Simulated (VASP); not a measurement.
# Se (Im-3m) in VASP: further runs, part 2 of 2

VASP 6.6.1. Earlier steps stand in the parts before.

### Step 5. Single point, PBEsol

This run uses another cell than the first one, of 10.68 Å³/atom.

INCAR

```
SYSTEM = Se
ALGO = Normal ; EDIFF = 1E-6
ENCUT = 500 ; GGA = PS
GGA_COMPAT = .False. ; ISIF = 2
ISMEAR = -1 ; LASPH = .True.
LCHARG = .False. ; LREAL = .False.
LWAVE = .False. ; NBANDS = 9
NELM = 120 ; PREC = Accurate
SIGMA = 0.1
```

KPOINTS

```
k-points
0
Gamma
  22 22 22
  0 0 0
```

POSCAR

```
Se
1.0
   -1.3873239983      1.3873239983      1.3873239983
    1.3873239983     -1.3873239983      1.3873239983
    1.3873239983      1.3873239983     -1.3873239983
Se
1
Direct
    0.0000000000      0.0000000000      0.0000000000
```

Potentials or basis: VASP PAW PBE potentials, release 64 (Se).

Started as:

```sh
cat potpaw_PBE.64/Se/POTCAR > POTCAR
mpirun -np 1 vasp_std > vasp.out
```

OUTCAR:

```text
SYSTEM = Se
   EDIFF = 1E-6
   ENCUT = 500
   GGA = PS
   ISIF = 2
   ISMEAR = -1
   LASPH = .True.
   LREAL = .False.
   NELM = 120
   PREC = Accurate

 ion  position               nearest neighbor table
   1  0.000  0.000  0.000-

  LATTYP: Found a body centered cubic cell.
 ALAT       =     2.7746479966

  Lattice vectors:

 A1 = (  -1.3873239983,   1.3873239983,   1.3873239983)
 A2 = (   1.3873239983,  -1.3873239983,   1.3873239983)
 A3 = (   1.3873239983,   1.3873239983,  -1.3873239983)

Analysis of symmetry for initial positions (statically):
=====================================================================
 Subroutine PRICEL returns:
 Original cell was already a primitive cell.

 Routine SETGRP: Setting up the symmetry group for a
 body centered cubic supercell.

 Subroutine GETGRP returns: Found 48 space group operations
 (whereof 48 operations were pure point group operations)
 out of a pool of 48 trial point group operations.

The static configuration has the point symmetry O_h .

Analysis of symmetry for dynamics (positions and initial velocities):
=====================================================================
 Subroutine PRICEL returns:
 Original cell was already a primitive cell.

 Routine SETGRP: Setting up the symmetry group for a
 body centered cubic supercell.

 Subroutine GETGRP returns: Found 48 space group operations
 (whereof 48 operations were pure point group operations)
 out of a pool of 48 trial point group operations.

The dynamic configuration has the point symmetry O_h .

 Subroutine INISYM returns: Found 48 space group operations
 (whereof 48 operations are pure point group operations),
 and found     1 'primitive' translations

----------------------------------------------------------------------------------------

                                     Primitive cell

  volume of cell :      10.6806

  direct lattice vectors                    reciprocal lattice vectors
    -1.387323998  1.387323998  1.387323998     0.000000000  0.360406077  0.360406077
     1.387323998 -1.387323998  1.387323998     0.360406077  0.000000000  0.360406077
     1.387323998  1.387323998 -1.387323998     0.360406077  0.360406077  0.000000000

  length of vectors
     2.402915652  2.402915652  2.402915652     0.509691162  0.509691162  0.509691162

  position of ions in fractional coordinates (direct lattice)
     0.000000000  0.000000000  0.000000000

  ion indices of the primitive-cell ions
   primitive index   ion index
                 1           1

----------------------------------------------------------------------------------------

 KPOINTS: k-points

Automatic generation of k-mesh.
 Grid dimensions read from file:
 generate k-points for:   22   22   22

 Generating k-lattice:

  Cartesian coordinates                     Fractional coordinates (reciprocal lattice)
     0.000000000  0.016382094  0.016382094     0.045454545  0.000000000  0.000000000
     0.016382094  0.000000000  0.016382094     0.000000000  0.045454545  0.000000000
     0.016382094  0.016382094  0.000000000     0.000000000  0.000000000  0.045454545

  Length of vectors
     0.023167780  0.023167780  0.023167780

  Shift w.r.t. Gamma in fractional coordinates (k-lattice)
     0.000000000  0.000000000  0.000000000

 Subroutine IBZKPT returns following result:
 ===========================================

 Found    328 irreducible k-points:

 Following reciprocal coordinates:
            Coordinates               Weight
  0.000000  0.000000  0.000000      1.000000
  0.045455  0.000000  0.000000     12.000000
  0.090909  0.000000  0.000000     12.000000
  0.136364  0.000000  0.000000     12.000000
  0.181818  0.000000  0.000000     12.000000
  0.227273  0.000000  0.000000     12.000000
[... 16 lines left out ...]
  0.090909  0.090909  0.000000     24.000000
  0.136364  0.090909 -0.000000     48.000000
 [... further k-points ...]
   k-points           NKPTS =    328   k-points in BZ     NKDIM =    328   number of bands    NBANDS=      9
   number of dos      NEDOS =    301   number of ions     NIONS =      1
   total plane-waves  NPLWV =   5832
   dimension x,y,z NGX =    18 NGY =   18 NGZ =   18
   dimension x,y,z NGXF=    36 NGYF=   36 NGZF=   36
   ions per type =               1
   NGX,Y,Z   is equivalent  to a cutoff of  12.45, 12.45, 12.45 a.u.
   NGXF,Y,Z  is equivalent  to a cutoff of  24.91, 24.91, 24.91 a.u.
 SYSTEM =  Se
   PREC   = accura    normal or accurate (medium, high low for compatibility)
   ISTART =      0    job   : 0-new  1-cont  2-samecut
   ICHARG =      2    charge: 1-file 2-atom 10-const
   ISPIN  =      1    spin polarized calculation?
   LNONCOLLINEAR =      F non collinear calculations
   LSORBIT =      F    spin-orbit coupling
   LASPH  =      T    aspherical Exc in radial PAW
   ENCUT  =  500.0 eV  36.75 Ry    6.06 a.u.   4.38  4.38  4.38*2*pi/ulx,y,z
   NELM   =    120;   NELMIN=  2; NELMDL= -5     # of ELM steps
   EDIFF  = 0.1E-05   stopping-criterion for ELM
   LREAL  =      F    real-space projection
   EDIFFG = 0.1E-04   stopping-criterion for IOM
   NSW    =      0    number of steps for IOM
   IBRION =     -1    ionic relax: 0-MD 1-quasi-New 2-CG
   NFREE  =      0    steps in history (QN), initial steepest desc. (CG)
   ISIF   =      2    stress and relaxation
   ISYM   =      2    0-nonsym 1-usesym 2-fastsym
   POTIM  = 0.5000    time-step for ionic-motion
   TEBEG  =    0.0;   TEEND  =   0.0 temperature during run
   PSTRESS=    0.0 pullay stress
   NELECT =       6.0000    total number of electrons
   NUPDOWN=      -1.0000    fix difference up-down
   EMIN   =  10.00;   EMAX   =-10.00  energy-range for DOS
   EFERMI =   0.00;   METHOD = LEGACY
   ISMEAR =    -1;   SIGMA  =   0.10  broadening in eV -4-tet -1-fermi 0-gaus
   EFERMI_NEDOS =   21; number of points for ismear=-14 and -15
   IALGO  =     38    algorithm
   IMIX   =      4    mixing-type and parameters
     AMIX     =   0.40;   BMIX     =  1.00
     AMIX_MAG =   1.60;   BMIX_MAG =  1.00
  volume/ion in A,a.u.               =      10.68        72.08
  Fermi-wavevector in a.u.,A,eV,Ry     =   1.350809  2.552659 24.826354  1.824686
  Thomas-Fermi vector in A             =   2.478283
   LORBIT       =      0    0 simple, 1 ext, 2 COOP (PROOUT), +10 PAW based schemes
   GGA     = PS    functional components
   LHFCALC =     F    Hartree Fock is set to
   AEXX    =    0.0000 exact exchange contribution
   IVDW    =     0    specifies the selected vdW correction
   LEPSILON=     F    determine dielectric tensor
   LRPA    =     F    only Hartree local field effects (RPA)
 non-spin polarized calculation
  energy-cutoff  :      500.00
  volume of cell :       10.68
 maximum number of plane-waves:       279
 NGX is ok and might be reduce to    18
   NGX =  9   NGY =  9   NGZ =  9

 number of electron       6.0000001 magnetization

 Free energy of the ion-electron system (eV)
  ---------------------------------------------------
  ext. energy  EPLUGINS =         0.00000000
  ---------------------------------------------------
  free energy    TOTEN  =        -0.42907923 eV

  energy without entropy =       -0.41801813  energy(sigma->0) =       -0.42354868

 E-fermi :  15.9396     XC(G=0): -13.8080

 val. band max:       15.9080589809   @ k =   0.2727   0.0909   0.0909
 cond. band min:      16.0209620852   @ k =  -0.3182   0.4091   0.2273
 fundamental gap:      0.1129031043
 Fermi energy:        15.9396207300

 k-point     1 :       0.0000    0.0000    0.0000
  band No.  band energies     occupation
      1      -8.6941      2.00000
      2      23.9960      0.00000
      3      23.9960      0.00000
      4      23.9960      0.00000
      5      30.1832      0.00000
      6      30.1832      0.00000
      7      30.1832      0.00000
      8      33.9654      0.00000
      9      33.9654      0.00000

 k-point     2 :       0.0455    0.0000    0.0000
  band No.  band energies     occupation
      1      -8.6136      2.00000
      2      23.2986      0.00000
      3      23.5957      0.00000
      4      23.9038      0.00000
      5      29.6914      0.00000
      6      30.0379      0.00000
      7      30.7144      0.00000
      8      32.6126      0.00000
      9      33.1326      0.00000
[... 253 lines left out ...]
 k-point    24 :       0.1364    0.0909   -0.0000
  band No.  band energies     occupation
      1      -7.1635      2.00000
      2      16.6614      0.00147
      3      18.9290      0.00000
      4      21.5730      0.00000
      5      27.3536      0.00000
      6      28.4291      0.00000
      7      31.5432      0.00000
      8      34.2775      0.00000
      9      36.1628      0.00000

 [... further k-points ...]

------------------------ aborting loop because EDIFF is reached ----------------------------------------

  FORCE on cell =-STRESS in cart. coord.  units (eV):
  Direction    XX          YY          ZZ          XY          YZ          ZX
  --------------------------------------------------------------------------------------
  -------------------------------------------------------------------------------------
  Total       12.5678550     12.5678550     12.5678550      0.0000000      0.0000000     -0.0000000
  in kB     1885.2895262   1885.2895262   1885.2895262      0.0000000      0.0000000     -0.0000000
  external PRESSURE =    1885.2895262 kB  Pullay stress =       0.0000000 kB

 VOLUME and BASIS-vectors are now :
 -----------------------------------------------------------------------------
  energy-cutoff  :      500.00
  volume of cell :       10.68
      direct lattice vectors                 reciprocal lattice vectors
    -1.387323998  1.387323998  1.387323998     0.000000000  0.360406077  0.360406077
     1.387323998 -1.387323998  1.387323998     0.360406077  0.000000000  0.360406077
     1.387323998  1.387323998 -1.387323998     0.360406077  0.360406077  0.000000000

 POSITION                                       TOTAL-FORCE (eV/Angst)
 -----------------------------------------------------------------------------------
      0.00000      0.00000      0.00000         0.000000      0.000000      0.000000
 -----------------------------------------------------------------------------------
    total drift:                                0.000000     -0.000000      0.000000

  FREE ENERGIE OF THE ION-ELECTRON SYSTEM (eV)
  ---------------------------------------------------
  free  energy   TOTEN  =        -0.4290792315 eV

  energy  without entropy=       -0.4180181337  energy(sigma->0) =       -0.42354868
```

OSZICAR:

```text
N       E                     dE             d eps       ncg     rms          rms(c)
DAV:   1     0.101038558613E+02    0.10104E+02   -0.33603E+03  6146   0.598E+02
DAV:   2    -0.325119281672E+00   -0.10429E+02   -0.10057E+02  8118   0.821E+01
DAV:   3    -0.470087223145E+00   -0.14497E+00   -0.14382E+00  7033   0.786E+00
DAV:   4    -0.470220775785E+00   -0.13355E-03   -0.13355E-03  7866   0.219E-01
DAV:   5    -0.470220799285E+00   -0.23500E-07   -0.25353E-07  6778   0.282E-03    0.119E+01
DAV:   6    -0.443413167015E+00    0.26808E-01   -0.30205E-03  7354   0.372E-01    0.719E+00
DAV:   7    -0.429148575448E+00    0.14265E-01   -0.54633E-03  7406   0.533E-01    0.750E-02
DAV:   8    -0.429082334860E+00    0.66241E-04   -0.88649E-05  6680   0.610E-02    0.193E-02
DAV:   9    -0.429079559010E+00    0.27758E-05   -0.56042E-06  7736   0.144E-02    0.476E-03
DAV:  10    -0.429079231468E+00    0.32754E-06   -0.24986E-08  3576   0.168E-03
   1 F= -.42907923E+00 E0= -.42354868E+00  d E =-.110611E-01
```

stdout:

```text
POSCAR found type information on POSCAR Se
 POSCAR found :  1 types and       1 ions
 scaLAPACK will be used
 -----------------------------------------------------------------------------
|                                                                             |
|                                                                             |
|     You enforced a specific xc type in the INCAR file but a different       |
|     I HOPE YOU KNOW WHAT YOU ARE DOING!                                     |
|                                                                             |
 -----------------------------------------------------------------------------

 LDA part: xc-table for (Slater+PW92), standard interpolation
 POSCAR, INCAR and KPOINTS ok, starting setup
 FFT: planning ... GRIDC
 FFT: planning ... GRID_SOFT
 FFT: planning ... GRID
 WAVECAR not read
 entering main loop
```

Wall time 10 s (1 thread of Intel Xeon 6975P-C (Granite Rapids), shared host); peak memory 0.14 GiB.

What came out:

```yaml
Free_energy: -0.4291 eV
Pressure: 188.5 GPa
Band_gap_on_the_k_mesh: zero (bands 3 and 4 overlap by 15.87 eV)
```

Levels at points of the mesh, in eV from the Fermi level:
```tsv
k point	band 1	band 2	band 3	band 4	band 5	band 6	band 7	band 8
(0.00, 0.00, 0.00)	-24.63	8.06	8.06	8.06	14.24	14.24	14.24	18.03
(0.50, 0.00, 0.00)	-15.82	-13.78	0.62	4.15	7.25	8.25	22.57	24.47
(0.50, 0.50, 0.50)	-7.54	-6.64	-6.64	-6.64	-0.04	-0.04	31.00	31.00
```

Caveat: the cell stands under pressure; the PAW data sets were made with another functional, which shifts forces and pressure a little.

### Step 6. Summary

| task | cell | k mesh | smearing | gap on the mesh (eV) | pressure (GPa) |
| --- | --- | --- | --- | --- | --- |
| single point | a = 2.399 Å, angles 109.5°, 1 atom | 8 × 8 × 8 | gaussian 0.1 eV | none | 187.7 |
| single point | a = 2.399 Å, angles 109.5°, 1 atom | 10 × 10 × 10 | gaussian 0.1 eV | none | 189.4 |
| relaxation of cell and atoms | relaxed to 185 GPa from a = 2.399 Å, angles 109.5°, 1 atom | 10 × 10 × 10 | gaussian 0.1 eV | none | 184.9 |
| single point | a = 2.403 Å, angles 109.5°, 1 atom | 22 × 22 × 22 | fermi-dirac 0.1 eV | none | 188.5 |

Alike in all rows: level PBEsol; potentials or basis VASP PAW PBE potentials, release 64 (Se); no spin polarisation; cutoff (eV) 500.

Caveats: some runs use coarse meshes; the PAW data sets were made with another functional, which shifts forces and pressure a little; the cell stands under pressure (at least some runs); the cell is relaxed towards a set pressure, so the run minimises the enthalpy, not the energy (at least some runs).

Total energies depend on the potentials used, so only differences within one code and one set of settings carry meaning.
